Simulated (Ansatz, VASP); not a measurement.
## Cu in VASP and in Ansatz

Contents of POSCAR:

```
Cu
1.0
   -1.4427933200      1.4427933200      1.3760814500
    1.4427933200     -1.4427933200      1.3760814500
    1.4427933200      1.4427933200     -1.3760814500
Cu
1
Direct
    0.0000000000      0.0000000000      0.0000000000
```

INCAR.step1

```
  PREC = Accurate
  ENCUT = 520
  ISMEAR = 0
  SIGMA = 0.1
  LREAL = False
  LASPH = True
  NELM = 100
  NBANDS = 12
  GGA = PE
  ALGO = Normal
  EDIFF = 1E-4
  LWAVE = True
  LCHARG = False
```

File INCAR.step2:

```
  PREC = Accurate
  ENCUT = 520
  EDIFF = 1E-7
  ISMEAR = 0
  SIGMA = 0.1
  LREAL = False
  LASPH = True
  NELM = 100
  ALGO = Normal
  ISIF = 2
  LWAVE = False
  LCHARG = True
  METAGGA = R2SCAN
  LMIXTAU = True
  LELF = True
  LVHAR = True
  NBANDS = 12
  ISTART = 1
```

The input KPOINTS:

```
regular mesh
0
Gamma
  20 20 20
```

Input for Ansatz:

```yaml
crystal:
  lattice:
    - [-1.44279332, 1.44279332, 1.37608145]
    - [1.44279332, -1.44279332, 1.37608145]
    - [1.44279332, 1.44279332, -1.37608145]
  atoms:
    - { symbol: Cu, position: [0.0, 0.0, 0.0] }
basis:
  ecutwfc: 500
kpoints:
  mp_grid: { grid: [20, 20, 20] }
hamiltonian:
  xc: r2scan
scf:
  occupations: { method: gaussian, width: 0.1 }
output:
  forces: true
  stress: true
  eigenvalues: true
  write_density: true
  write_potential: true
  elf: true
  volumetric_format: npy
```

Alike in both runs: task single point; functional r2SCAN; k mesh 20 × 20 × 20; occupations gaussian, width 0.1 eV; no spin polarisation.

|  | VASP | Ansatz |
| --- | --- | --- |
| version | VASP 6.6.1 | Ansatz 0.2.0 |
| potentials or method | VASP PAW PBE potentials, release 64 (Cu), cutoff 520 eV | scalar-relativistic, plane waves, PAW |
| valence electrons in the cell | 11 | 19 |

```csv
,VASP,Ansatz,Ansatz less VASP
gap on the k mesh at the Fermi level (eV),none,none,-
pressure (GPa),0.9,0.3,-0.66
"traceless stress, the component that is largest in VASP (GPa)",-0.28,-0.22,+0.054
```

VASP's potentials were made for PBE, not for r2SCAN. A gap of «none» marks a metal or a gap that the smearing closes. VASP's potentials hold 11 valence electrons a cell and Ansatz's 19, so a difference there can come from the potentials and not from the codes.
